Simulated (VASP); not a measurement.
# TiB2 (P6/mmm) in VASP: a series of runs

TiB2 is run at these levels: PBEsol; tasks: electric field gradients.

All numbers are computed with VASP 6.6.1; they aren't measurements. Logs are shortened: lines on timing, memory, paths and dates and some standing lists are left out, and cuts for length are marked.

**1. The cell of the first run**

The structure is hexagonal, space group P6/mmm (No. 191). The conventional cell has a = 2.938 Å, b = 2.938 Å, c = 3.228 Å, α = 90.00°, β = 90.00°, γ = 120.00°. Within 3.1 Å of Ti (site symmetry 6/mmm) lie 12 B at 2.34 Å and 6 Ti at 2.94 Å. Within 2.3 Å of B (site symmetry -6m2) lie 3 B at 1.70 Å.

**2. Electric field gradients, PBEsol (equal xx and yy strain of -3 %)**

INCAR reads:

```
ALGO     = Normal         # electronic algorithm
EDIFF    = 1E-8           # SCF threshold, eV
ENCUT    = 520            # plane-wave cutoff, eV
GGA      = PS             # functional
ISIF     = 2              # what is computed and relaxed
ISMEAR   = -1             # smearing method
LASPH    = T              # aspherical terms in the spheres
LCHARG   = F              # write CHGCAR
LEFG     = T            
LREAL    = F              # projectors in reciprocal space
LWAVE    = F              # write WAVECAR
NBANDS   = 16             # bands
NELM     = 60             # most SCF steps
PREC     = Accurate       # precision mode
SIGMA    = 0.08           # smearing width, eV
```

KPOINTS reads:

```
k-points
0
Gamma
  15 15 13
```

POSCAR reads:

```
TiB2
1.0
    2.9383222556      0.0000000000      0.0000000000
   -1.4691611278      2.5446617178      0.0000000000
    0.0000000000      0.0000000000      3.2284000000
Ti B
1 2
Direct
    0.0000000000      0.0000000000      0.0000000000
    0.3333333333      0.6666666667      0.5000000000
    0.6666666667      0.3333333333      0.5000000000
```

Potentials or basis: VASP PAW PBE potentials, release 64 (Ti_sv, B).

Command:

```
$ cat potpaw_PBE.64/Ti_sv/POTCAR potpaw_PBE.64/B/POTCAR > POTCAR
$ mpirun -np 1 vasp_std > vasp.out
```

OUTCAR:

```text
EDIFF = 1E-8
   ENCUT = 520
   GGA = PS
   ISIF = 2
   ISMEAR = -1
   LASPH = T
   LREAL = F
   NELM = 60
   PREC = Accurate

 ion  position               nearest neighbor table
   1  0.000  0.000  0.000-   2 2.34   3 2.34   2 2.34   3 2.34   2 2.34   2 2.34   3 2.34   3 2.34
                             3 2.34   3 2.34   2 2.34   2 2.34
   2  0.333  0.667  0.500-   3 1.70   3 1.70   3 1.70   1 2.34   1 2.34   1 2.34   1 2.34   1 2.34
                             1 2.34
   3  0.667  0.333  0.500-   2 1.70   2 1.70   2 1.70   1 2.34   1 2.34   1 2.34   1 2.34   1 2.34
                             1 2.34

  LATTYP: Found a hexagonal cell.
 ALAT       =     2.9383222556
 C/A-ratio  =     1.0987222364

  Lattice vectors:

 A1 = (   2.9383222556,   0.0000000000,   0.0000000000)
 A2 = (  -1.4691611278,   2.5446617178,   0.0000000000)
 A3 = (   0.0000000000,   0.0000000000,   3.2284000000)

Analysis of symmetry for initial positions (statically):
=====================================================================
 Subroutine PRICEL returns:
 Original cell was already a primitive cell.

 Routine SETGRP: Setting up the symmetry group for a
 hexagonal supercell.

 Subroutine GETGRP returns: Found 24 space group operations
 (whereof 24 operations were pure point group operations)
 out of a pool of 24 trial point group operations.

The static configuration has the point symmetry D_6h.

Analysis of symmetry for dynamics (positions and initial velocities):
=====================================================================
 Subroutine PRICEL returns:
 Original cell was already a primitive cell.

 Routine SETGRP: Setting up the symmetry group for a
 hexagonal supercell.

 Subroutine GETGRP returns: Found 24 space group operations
 (whereof 24 operations were pure point group operations)
 out of a pool of 24 trial point group operations.

The dynamic configuration has the point symmetry D_6h.

 Subroutine INISYM returns: Found 24 space group operations
 (whereof 24 operations are pure point group operations),
 and found     1 'primitive' translations

[... 135 lines left out ...]

 Free energy of the ion-electron system (eV)
  ---------------------------------------------------
  ext. energy  EPLUGINS =         0.00000000
  ---------------------------------------------------
  free energy    TOTEN  =       -25.71249644 eV

  energy without entropy =      -25.70549684  energy(sigma->0) =      -25.70899664

 E-fermi :  10.5968     XC(G=0): -13.1627

 val. band max:       10.5628811868   @ k =   0.0667   0.0667   0.3846
 cond. band min:      10.6137586880   @ k =   0.0000   0.0000   0.4615
 fundamental gap:      0.0508775012
 Fermi energy:        10.5967814621

 k-point     1 :       0.0000    0.0000    0.0000
  band No.  band energies     occupation
      1     -46.0185      2.00000
      2     -22.5210      2.00000
      3     -22.0916      2.00000
      4     -22.0916      2.00000
      5      -3.2674      2.00000
      6       7.9020      2.00000
[... 433 lines left out ...]
      3     -22.4143      2.00000
      4     -22.3391      2.00000
      5       1.5542      2.00000
      6       1.6666      2.00000
[... 8 lines left out ...]
     15      19.7080      0.00000
     16      21.4554      0.00000

 [... further k-points ...]

------------------------ aborting loop because EDIFF is reached ----------------------------------------

  FORCE on cell =-STRESS in cart. coord.  units (eV):
  Direction    XX          YY          ZZ          XY          YZ          ZX
  --------------------------------------------------------------------------------------
  -------------------------------------------------------------------------------------
  Total        3.0908114      3.0908114     -0.0435693      0.0000000     -0.0000000     -0.0000000
  in kB      205.1475160    205.1475160     -2.8918428      0.0000000     -0.0000000     -0.0000000
  external PRESSURE =     135.8010631 kB  Pullay stress =       0.0000000 kB

 VOLUME and BASIS-vectors are now :
 -----------------------------------------------------------------------------
  energy-cutoff  :      520.00
  volume of cell :       24.14
      direct lattice vectors                 reciprocal lattice vectors
     2.938322256  0.000000000  0.000000000     0.340330268  0.196489772  0.000000000
    -1.469161128  2.544661718  0.000000000     0.000000000  0.392979543  0.000000000
     0.000000000  0.000000000  3.228400000     0.000000000  0.000000000  0.309750960

 POSITION                                       TOTAL-FORCE (eV/Angst)
 -----------------------------------------------------------------------------------
      0.00000      0.00000      0.00000        -0.000000      0.000000      0.000000
     -0.00000      1.69644      1.61420        -0.000000      0.000000      0.000000
      1.46916      0.84822      1.61420         0.000000      0.000000      0.000000
 -----------------------------------------------------------------------------------
    total drift:                               -0.000000      0.000000      0.000000

  FREE ENERGIE OF THE ION-ELECTRON SYSTEM (eV)
  ---------------------------------------------------
  free  energy   TOTEN  =       -25.7124964411 eV

  energy  without entropy=      -25.7054968368  energy(sigma->0) =      -25.70899664

 Electric field gradients (V/A^2)
---------------------------------------------------------------------
 ion       V_xx      V_yy      V_zz      V_xy      V_xz      V_yz
---------------------------------------------------------------------
   1     -11.863   -11.863    23.726     0.000    -0.000     0.000
   2      -3.017    -3.017     6.034     0.000     0.000    -0.000
   3      -3.017    -3.017     6.034     0.000     0.000     0.000
---------------------------------------------------------------------

 Electric field gradients after diagonalization (V/A^2)
 (convention: |V_zz| > |V_xx| > |V_yy|)
----------------------------------------------------------------------
 ion       V_xx      V_yy      V_zz     asymmetry (V_yy - V_xx)/ V_zz
----------------------------------------------------------------------
   1     -11.863   -11.863    23.726       0.000
   2      -3.017    -3.017     6.034       0.000
   3      -3.017    -3.017     6.034       0.000
----------------------------------------------------------------------

           NMR quadrupolar parameters

 Cq : quadrupolar parameter    Cq=e*Q*V_zz/h
 eta: asymmetry parameters     (V_yy - V_xx)/ V_zz
 Q  : nuclear electric quadrupole moment in mb (millibarn)
----------------------------------------------------------------------
 ion       Cq(MHz)       eta       Q (mb)
----------------------------------------------------------------------
   1       0.057       0.000       1.000
   2       0.015       0.000       1.000
   3       0.015       0.000       1.000
----------------------------------------------------------------------
```

Run time: 52 s. Hardware: 1 thread of Intel Xeon Platinum 8259CL at 2.50GHz (Skylake/Cascade Lake), shared host; peak memory 0.19 GiB.

What came out:

```
Free energy            : -25.7125 eV
Pressure               : 13.6 GPa
Band gap on the k mesh : zero (band 9 reaches 11.08 eV, above the bottom of band 10 at 10.47 eV)
```

Electric field gradients, principal values (V/Å²):
| atom | least | middle | greatest (by size) |
| --- | --- | --- | --- |
| 1 Ti | -11.863 | -11.863 | 23.726 |
| 2 B | -3.017 | -3.017 | 6.034 |
| 3 B | -3.017 | -3.017 | 6.034 |

Caveat: the cell differs from its parent crystal (equal xx and yy strain of -3 %); without QUAD_EFG the Cq values of the log hold for a quadrupole moment of 1 mb, not for the nuclei; the PAW data sets were made with another functional, which shifts forces and pressure a little.

**3. Electric field gradients, PBEsol (zz strain of -3 %)**

INCAR reads:

```
SYSTEM = TiB2
PREC = Accurate ; ENCUT = 520
EDIFF = 1E-8 ; ISMEAR = -1
SIGMA = 0.08 ; LREAL = .False.
LASPH = .True. ; NELM = 80
ALGO = Normal ; ISIF = 2
LWAVE = .False. ; LCHARG = .False.
GGA = PS ; LEFG = .True.
NBANDS = 16
```

KPOINTS reads:

```
regular mesh
0
Gamma
  15 15 13
  0 0 0
```

POSCAR reads:

```
TiB2
1.0
    3.0291982016      0.0000000000      0.0000000000
   -1.5145991008      2.6233625957      0.0000000000
    0.0000000000      0.0000000000      3.1315480000
Ti B
1 2
Direct
    0.0000000000      0.0000000000      0.0000000000
    0.3333333333      0.6666666667      0.5000000000
    0.6666666667      0.3333333333      0.5000000000
```

Potentials or basis: VASP PAW PBE potentials, release 64 (Ti_sv, B).

Command:

```
$ cat potpaw_PBE.64/Ti_sv/POTCAR potpaw_PBE.64/B/POTCAR > POTCAR
$ mpirun -np 1 vasp_std > vasp.out
```

OUTCAR:

```text
SYSTEM = TiB2
   PREC = Accurate
   ENCUT = 520
   EDIFF = 1E-8
   ISMEAR = -1
   LREAL = .False.
   LASPH = .True.
   NELM = 80
   ISIF = 2
   GGA = PS

 ion  position               nearest neighbor table
   1  0.000  0.000  0.000-   2 2.35   3 2.35   2 2.35   3 2.35   3 2.35   3 2.35   2 2.35   2 2.35
                             3 2.35   3 2.35   2 2.35   2 2.35
   2  0.333  0.667  0.500-   3 1.75   3 1.75   3 1.75   1 2.35   1 2.35   1 2.35   1 2.35   1 2.35
                             1 2.35
   3  0.667  0.333  0.500-   2 1.75   2 1.75   2 1.75   1 2.35   1 2.35   1 2.35   1 2.35   1 2.35
                             1 2.35

  LATTYP: Found a hexagonal cell.
 ALAT       =     3.0291982016
 C/A-ratio  =     1.0337877523

  Lattice vectors:

 A1 = (   3.0291982016,   0.0000000000,   0.0000000000)
 A2 = (  -1.5145991008,   2.6233625957,   0.0000000000)
 A3 = (   0.0000000000,   0.0000000000,   3.1315480000)

Analysis of symmetry for initial positions (statically):
=====================================================================
 Subroutine PRICEL returns:
 Original cell was already a primitive cell.

 Routine SETGRP: Setting up the symmetry group for a
 hexagonal supercell.

 Subroutine GETGRP returns: Found 24 space group operations
 (whereof 24 operations were pure point group operations)
 out of a pool of 24 trial point group operations.

The static configuration has the point symmetry D_6h.

Analysis of symmetry for dynamics (positions and initial velocities):
=====================================================================
 Subroutine PRICEL returns:
 Original cell was already a primitive cell.

 Routine SETGRP: Setting up the symmetry group for a
 hexagonal supercell.

 Subroutine GETGRP returns: Found 24 space group operations
 (whereof 24 operations were pure point group operations)
 out of a pool of 24 trial point group operations.

The dynamic configuration has the point symmetry D_6h.

 Subroutine INISYM returns: Found 24 space group operations
 (whereof 24 operations are pure point group operations),
 and found     1 'primitive' translations

----------------------------------------------------------------------------------------

                                     Primitive cell

  volume of cell :      24.8854

  direct lattice vectors                    reciprocal lattice vectors
     3.029198202  0.000000000  0.000000000     0.330120360  0.190595079  0.000000000
    -1.514599101  2.623362596  0.000000000     0.000000000  0.381190157  0.000000000
     0.000000000  0.000000000  3.131548000     0.000000000  0.000000000  0.319330887

  length of vectors
     3.029198202  3.029198202  3.131548000     0.381190157  0.381190157  0.319330887

  position of ions in fractional coordinates (direct lattice)
     0.000000000  0.000000000  0.000000000
     0.333333333  0.666666667  0.500000000
     0.666666667  0.333333333  0.500000000

  ion indices of the primitive-cell ions
   primitive index   ion index
                 1           1
                 2           2
                 3           3

[... 87 lines left out ...]
   EFERMI_NEDOS =   21; number of points for ismear=-14 and -15
   IALGO  =     38    algorithm
   IMIX   =      4    mixing-type and parameters
     AMIX     =   0.40;   BMIX     =  1.00
     AMIX_MAG =   1.60;   BMIX_MAG =  1.00
  volume/ion in A,a.u.               =       8.30        55.98
  Fermi-wavevector in a.u.,A,eV,Ry     =   1.469549  2.777044 29.382778  2.159573
  Thomas-Fermi vector in A             =   2.584913
   LORBIT       =      0    0 simple, 1 ext, 2 COOP (PROOUT), +10 PAW based schemes
   GGA     = PS    functional components
   LHFCALC =     F    Hartree Fock is set to
   AEXX    =    0.0000 exact exchange contribution
   IVDW    =     0    specifies the selected vdW correction
   LEPSILON=     F    determine dielectric tensor
   LRPA    =     F    only Hartree local field effects (RPA)
 non-spin polarized calculation
  energy-cutoff  :      520.00
  volume of cell :       24.89
 maximum number of plane-waves:       684
 NGX is ok and might be reduce to    24
   NGX = 11   NGY = 11   NGZ = 11

 number of electron      17.9999998 magnetization

 Free energy of the ion-electron system (eV)
  ---------------------------------------------------
  ext. energy  EPLUGINS =         0.00000000
  ---------------------------------------------------
  free energy    TOTEN  =       -25.78521839 eV

  energy without entropy =      -25.77738934  energy(sigma->0) =      -25.78130386

 E-fermi :  10.2464     XC(G=0): -13.0256

 val. band max:       10.2193347814   @ k =   0.1333   0.1333   0.2308
 cond. band min:      10.2582837838   @ k =   0.0667  -0.0000   0.2308
 fundamental gap:      0.0389490024
 Fermi energy:        10.2463754377

 k-point     1 :       0.0000    0.0000    0.0000
  band No.  band energies     occupation
      1     -46.3329      2.00000
      2     -22.7735      2.00000
      3     -22.4868      2.00000
      4     -22.4868      2.00000
      5      -3.3464      2.00000
      6       7.3845      2.00000
[... 433 lines left out ...]
      3     -22.6958      2.00000
      4     -22.6803      2.00000
      5       1.2844      2.00000
      6       1.3260      2.00000
[... 8 lines left out ...]
     15      19.3961      0.00000
     16      20.4005      0.00000

 [... further k-points ...]

------------------------ aborting loop because EDIFF is reached ----------------------------------------

  FORCE on cell =-STRESS in cart. coord.  units (eV):
  Direction    XX          YY          ZZ          XY          YZ          ZX
  --------------------------------------------------------------------------------------
  -------------------------------------------------------------------------------------
  Total       -0.0896463     -0.0896463      1.1819388      0.0000000     -0.0000000      0.0000000
  in kB       -5.7716232     -5.7716232     76.0957619      0.0000000     -0.0000000      0.0000000
  external PRESSURE =      21.5175052 kB  Pullay stress =       0.0000000 kB

 VOLUME and BASIS-vectors are now :
 -----------------------------------------------------------------------------
  energy-cutoff  :      520.00
  volume of cell :       24.89
      direct lattice vectors                 reciprocal lattice vectors
     3.029198202  0.000000000  0.000000000     0.330120360  0.190595079  0.000000000
    -1.514599101  2.623362596  0.000000000     0.000000000  0.381190157  0.000000000
     0.000000000  0.000000000  3.131548000     0.000000000  0.000000000  0.319330887

 POSITION                                       TOTAL-FORCE (eV/Angst)
 -----------------------------------------------------------------------------------
      0.00000      0.00000      0.00000         0.000000      0.000000      0.000000
     -0.00000      1.74891      1.56577         0.000000     -0.000000     -0.000000
      1.51460      0.87445      1.56577        -0.000000      0.000000      0.000000
 -----------------------------------------------------------------------------------
    total drift:                               -0.000000      0.000000      0.000000

  FREE ENERGIE OF THE ION-ELECTRON SYSTEM (eV)
  ---------------------------------------------------
  free  energy   TOTEN  =       -25.7852183935 eV

  energy  without entropy=      -25.7773893364  energy(sigma->0) =      -25.78130386

 Electric field gradients (V/A^2)
---------------------------------------------------------------------
 ion       V_xx      V_yy      V_zz      V_xy      V_xz      V_yz
---------------------------------------------------------------------
   1      -7.056    -7.057    14.113    -0.001    -0.000    -0.000
   2      -1.696    -1.696     3.392     0.000     0.000     0.000
   3      -1.696    -1.696     3.392     0.000     0.000     0.000
---------------------------------------------------------------------

 Electric field gradients after diagonalization (V/A^2)
 (convention: |V_zz| > |V_xx| > |V_yy|)
----------------------------------------------------------------------
 ion       V_xx      V_yy      V_zz     asymmetry (V_yy - V_xx)/ V_zz
----------------------------------------------------------------------
   1      -7.058    -7.055    14.113       0.000
   2      -1.696    -1.696     3.392       0.000
   3      -1.696    -1.696     3.392       0.000
----------------------------------------------------------------------

           NMR quadrupolar parameters

 Cq : quadrupolar parameter    Cq=e*Q*V_zz/h
 eta: asymmetry parameters     (V_yy - V_xx)/ V_zz
 Q  : nuclear electric quadrupole moment in mb (millibarn)
----------------------------------------------------------------------
 ion       Cq(MHz)       eta       Q (mb)
----------------------------------------------------------------------
   1       0.034       0.000       1.000
   2       0.008       0.000       1.000
   3       0.008       0.000       1.000
----------------------------------------------------------------------
```

It took 48 s on 1 thread of Intel Xeon Platinum 8259CL at 2.50GHz (Skylake/Cascade Lake), shared host; peak memory 0.2 GiB.

What came out:

| Item | Value |
| --- | --- |
| Free energy | -25.7852 eV |
| Pressure | 2.2 GPa |
| Band gap on the k mesh | zero (band 9 reaches 10.72 eV, above the bottom of band 10 at 9.88 eV) |

Electric field gradients, principal values (V/Å²):
| atom | least | middle | greatest (by size) |
| --- | --- | --- | --- |
| 1 Ti | -7.055 | -7.058 | 14.113 |
| 2 B | -1.696 | -1.696 | 3.392 |
| 3 B | -1.696 | -1.696 | 3.392 |

Caveat: the cell differs from its parent crystal (zz strain of -3 %); without QUAD_EFG the Cq values of the log hold for a quadrupole moment of 1 mb, not for the nuclei; the PAW data sets were made with another functional, which shifts forces and pressure a little.

[end of part 1 of 2]
